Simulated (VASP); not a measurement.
# SiC (rocksalt type) (Fm-3m) in VASP: further runs, part 2 of 2

VASP 6.6.1. Earlier steps stand in the parts before.

**3. Single point, PBEsol (volume scaled by 0.55, ecut 600)**

INCAR

```
ALGO = Normal
EDIFF = 1E-6
ENCUT = 520
GGA = PS
ISIF = 2
ISMEAR = -1
LASPH = True
LCHARG = False
LREAL = False
LWAVE = False
NBANDS = 11
NELM = 100
PREC = Accurate
SIGMA = 0.08
```

KPOINTS

```
k-points
0
Gamma
  17 17 17
```

POSCAR

```
SiC
1.0
    0.0000000000      1.6525735783      1.6525735783
    1.6525735783      0.0000000000      1.6525735783
    1.6525735783      1.6525735783      0.0000000000
Si C
1 1
Direct
    0.0000000000      0.0000000000      0.0000000000
    0.5000000000      0.5000000000      0.5000000000
```

Potentials or basis: VASP PAW PBE potentials, release 64 (Si, C).

Command:

```
$ cat potpaw_PBE.64/Si/POTCAR potpaw_PBE.64/C/POTCAR > POTCAR
$ mpirun -np 1 vasp_std > vasp.out
```

OUTCAR:

```text
EDIFF = 1E-6
   ENCUT = 520
   GGA = PS
   ISIF = 2
   ISMEAR = -1
   LASPH = True
   LREAL = False
   NELM = 100
   PREC = Accurate

 ion  position               nearest neighbor table
   1  0.000  0.000  0.000-   2 1.65   2 1.65   2 1.65   2 1.65   2 1.65   2 1.65
   2  0.500  0.500  0.500-   1 1.65   1 1.65   1 1.65   1 1.65   1 1.65   1 1.65

  LATTYP: Found a face centered cubic cell.
 ALAT       =     3.3051471566

  Lattice vectors:

 A1 = (   0.0000000000,   1.6525735783,   1.6525735783)
 A2 = (   1.6525735783,   0.0000000000,   1.6525735783)
 A3 = (   1.6525735783,   1.6525735783,   0.0000000000)

Analysis of symmetry for initial positions (statically):
=====================================================================
 Subroutine PRICEL returns:
 Original cell was already a primitive cell.

 Routine SETGRP: Setting up the symmetry group for a
 face centered cubic supercell.

 Subroutine GETGRP returns: Found 48 space group operations
 (whereof 48 operations were pure point group operations)
 out of a pool of 48 trial point group operations.

The static configuration has the point symmetry O_h .

Analysis of symmetry for dynamics (positions and initial velocities):
=====================================================================
 Subroutine PRICEL returns:
 Original cell was already a primitive cell.

 Routine SETGRP: Setting up the symmetry group for a
 face centered cubic supercell.

 Subroutine GETGRP returns: Found 48 space group operations
 (whereof 48 operations were pure point group operations)
 out of a pool of 48 trial point group operations.

The dynamic configuration has the point symmetry O_h .

 Subroutine INISYM returns: Found 48 space group operations
 (whereof 48 operations are pure point group operations),
 and found     1 'primitive' translations

----------------------------------------------------------------------------------------

[... 113 lines left out ...]
  volume/ion in A,a.u.               =       4.51        30.46
  Fermi-wavevector in a.u.,A,eV,Ry     =   1.572536  2.971663 33.645446  2.472871
  Thomas-Fermi vector in A             =   2.673956
   LORBIT       =      0    0 simple, 1 ext, 2 COOP (PROOUT), +10 PAW based schemes
   GGA     = PS    functional components
   LHFCALC =     F    Hartree Fock is set to
   AEXX    =    0.0000 exact exchange contribution
   IVDW    =     0    specifies the selected vdW correction
   LEPSILON=     F    determine dielectric tensor
   LRPA    =     F    only Hartree local field effects (RPA)
 non-spin polarized calculation
  energy-cutoff  :      520.00
  volume of cell :        9.03
 maximum number of plane-waves:       259
 NGX is ok and might be reduce to    18
   NGX =  9   NGY =  9   NGZ =  9

 number of electron       8.0000002 magnetization

 Free energy of the ion-electron system (eV)
  ---------------------------------------------------
  ext. energy  EPLUGINS =         0.00000000
  ---------------------------------------------------
  free energy    TOTEN  =        -7.18766139 eV

  energy without entropy =       -7.18576838  energy(sigma->0) =       -7.18671488

 E-fermi :  23.7546     XC(G=0): -15.7560

 val. band max:       23.6630859970   @ k =   0.4706   0.4118   0.0000
 cond. band min:      23.8192031168   @ k =   0.0588   0.0588   0.0000
 fundamental gap:      0.1561171198
 Fermi energy:        23.7546496348

 k-point     1 :       0.0000    0.0000    0.0000
  band No.  band energies     occupation
      1      -2.8280      2.00000
      2      24.1438      0.01532
      3      24.1438      0.01532
      4      24.1438      0.01532
      5      32.9288      0.00000
      6      32.9288      0.00000
      7      32.9288      0.00000
      8      40.9804      0.00000
      9      41.2638      0.00000
     10      41.2638      0.00000
     11      45.9676      0.00000
[... 309 lines left out ...]
 k-point    24 :      -0.1176    0.0588    0.0000
  band No.  band energies     occupation
      1      -2.0473      2.00000
      2      20.7304      2.00000
      3      22.1709      2.00000
      4      23.6266      1.66406
      5      32.5989      0.00000
      6      33.8938      0.00000
      7      35.4124      0.00000
      8      38.2580      0.00000
      9      40.1202      0.00000
     10      45.3690      0.00000
     11      46.6502      0.00000

 [... further k-points ...]
[... 5 lines left out ...]
  --------------------------------------------------------------------------------------
  -------------------------------------------------------------------------------------
  Total       29.3674155     29.3674155     29.3674155      0.0000000     -0.0000000     -0.0000000
  in kB     5212.7140350   5212.7140350   5212.7140350      0.0000000     -0.0000000     -0.0000000
  external PRESSURE =    5212.7140350 kB  Pullay stress =       0.0000000 kB

 VOLUME and BASIS-vectors are now :
 -----------------------------------------------------------------------------
  energy-cutoff  :      520.00
  volume of cell :        9.03
      direct lattice vectors                 reciprocal lattice vectors
     0.000000000  1.652573578  1.652573578    -0.302558389  0.302558389  0.302558389
     1.652573578  0.000000000  1.652573578     0.302558389 -0.302558389  0.302558389
     1.652573578  1.652573578  0.000000000     0.302558389  0.302558389 -0.302558389

 POSITION                                       TOTAL-FORCE (eV/Angst)
 -----------------------------------------------------------------------------------
      0.00000      0.00000      0.00000         0.000000      0.000000      0.000000
      1.65257      1.65257      1.65257        -0.000000     -0.000000     -0.000000
 -----------------------------------------------------------------------------------
    total drift:                               -0.000000     -0.000000     -0.000000

  FREE ENERGIE OF THE ION-ELECTRON SYSTEM (eV)
  ---------------------------------------------------
  free  energy   TOTEN  =        -7.1876613875 eV

  energy  without entropy=       -7.1857683755  energy(sigma->0) =       -7.18671488
```

Wall time 20 s (1 thread of Intel Xeon 8259CL, shared host); peak memory 0.13 GiB.

Results:

* Free energy: -7.1877 eV
* Pressure: 521.3 GPa
* Band gap on the k mesh: zero (band 4 reaches 24.14 eV, above the bottom of band 5 at 22.85 eV)

Caveat: the PAW data sets were made with another functional, which shifts forces and pressure a little.

**4. Single point, PBEsol (volume scaled by 0.64)**

INCAR

```
SYSTEM = SiC
ALGO = Normal ; EDIFF = 1E-6
ENCUT = 520 ; GGA = PS
ISIF = 2 ; ISMEAR = -1
LASPH = .True. ; LCHARG = .False.
LREAL = .False. ; LWAVE = .False.
NBANDS = 11 ; NELM = 80
PREC = Accurate ; SIGMA = 0.08
```

KPOINTS

```
k-points
0
Gamma
  17 17 17
  0 0 0
```

POSCAR

```
SiC
1.0
    0.0000000000      1.7382006168      1.7382006168
    1.7382006168      0.0000000000      1.7382006168
    1.7382006168      1.7382006168      0.0000000000
Si C
1 1
Direct
    0.0000000000      0.0000000000      0.0000000000
    0.5000000000      0.5000000000      0.5000000000
```

Command:

```
$ cat potpaw_PBE.64/Si/POTCAR potpaw_PBE.64/C/POTCAR > POTCAR
$ mpirun -np 1 vasp_std > vasp.out
```

Wall time 18 s (1 thread of Intel Xeon 8259CL, shared host); peak memory 0.13 GiB.

Results (log left out):

```yaml
Free_energy: -10.8492 eV
Pressure: 293.9 GPa
Band_gap_on_the_k_mesh: zero (band 4 reaches 20.73 eV, above the bottom of band 5 at 20.57 eV)
```

Levels at points of the mesh, in eV from the Fermi level:
```csv
k point,band 1,band 2,band 3,band 4,band 5,band 6,band 7,band 8,band 9
"(0.00, 0.00, 0.00)",-24.63,-0.02,-0.02,-0.02,8.85,8.85,8.85,16.23,16.23
```

Caveat: the PAW data sets were made with another functional, which shifts forces and pressure a little.

**5. Single point, PBEsol (volume scaled by 0.72)**

INCAR

```
SYSTEM = SiC
ALGO     = Normal         ! electronic algorithm
EDIFF    = 1E-7           ! SCF threshold, eV
ENCUT    = 520            ! plane-wave cutoff, eV
GGA      = PS             ! functional
ISIF     = 2              ! what is computed and relaxed
ISMEAR   = -1             ! smearing method
LASPH    = .True.         ! aspherical terms in the spheres
LCHARG   = .True.         ! write CHGCAR
LELF     = .True.         ! ELF
LREAL    = .False.        ! projectors in reciprocal space
LVHAR    = .True.       
LWAVE    = .False.        ! write WAVECAR
NBANDS   = 11             ! bands
NELM     = 100            ! most SCF steps
PREC     = Accurate       ! precision mode
SIGMA    = 0.08           ! smearing width, eV
```

KPOINTS is that of step 4.

POSCAR

```
SiC
1.0
    0.0000000000      1.8078014922      1.8078014922
    1.8078014922      0.0000000000      1.8078014922
    1.8078014922      1.8078014922      0.0000000000
Si C
1 1
Direct
    0.0000000000      0.0000000000      0.0000000000
    0.5000000000      0.5000000000      0.5000000000
```

Command:

```
$ cat potpaw_PBE.64/Si/POTCAR potpaw_PBE.64/C/POTCAR > POTCAR
$ mpirun -np 1 vasp_std > vasp.out
```

Run time: 27 s. Hardware: 1 thread of Intel Xeon 8259CL, shared host; peak memory 0.13 GiB.

The run converged. Its results:

```
Free energy            : -12.7238 eV
Pressure               : 172.6 GPa
Band gap on the k mesh : 0.62 eV, indirect (least direct gap 6.41 eV)
```

Levels at points of the mesh, in eV from the valence-band top:
| k point | band 1 | band 2 | band 3 | band 4 | band 5 | band 6 | band 7 | band 8 | band 9 |
| --- | --- | --- | --- | --- | --- | --- | --- | --- | --- |
| (0.00, 0.00, 0.00) | -22.89 | 0.00 | 0.00 | 0.00 | 8.89 | 8.89 | 8.89 | 14.59 | 15.61 |

Caveat: the PAW data sets were made with another functional, which shifts forces and pressure a little. A k mesh can miss the band edges.

**6. Summary**

| task | cell | cutoff (eV) | gap on the mesh (eV) | pressure (GPa) |
| --- | --- | --- | --- | --- |
| relaxation of cell and atoms | relaxed from a = 3.047 Å, angles 60.0°, 2 atoms | 600 | none | 0.0 |
| single point | a = 2.337 Å, angles 60.0°, 2 atoms | 520 | none | 521.3 |
| single point | a = 2.458 Å, angles 60.0°, 2 atoms | 520 | none | 293.9 |
| single point | a = 2.557 Å, angles 60.0°, 2 atoms | 520 | 0.62 | 172.6 |

Alike in all rows: level PBEsol; potentials or basis VASP PAW PBE potentials, release 64 (Si, C); no spin polarisation; k mesh 17 × 17 × 17; smearing fermi-dirac 0.08 eV.

Caveats: the PAW data sets were made with another functional, which shifts forces and pressure a little.

Total energies depend on the potentials used, so only differences within one code and one set of settings carry meaning.
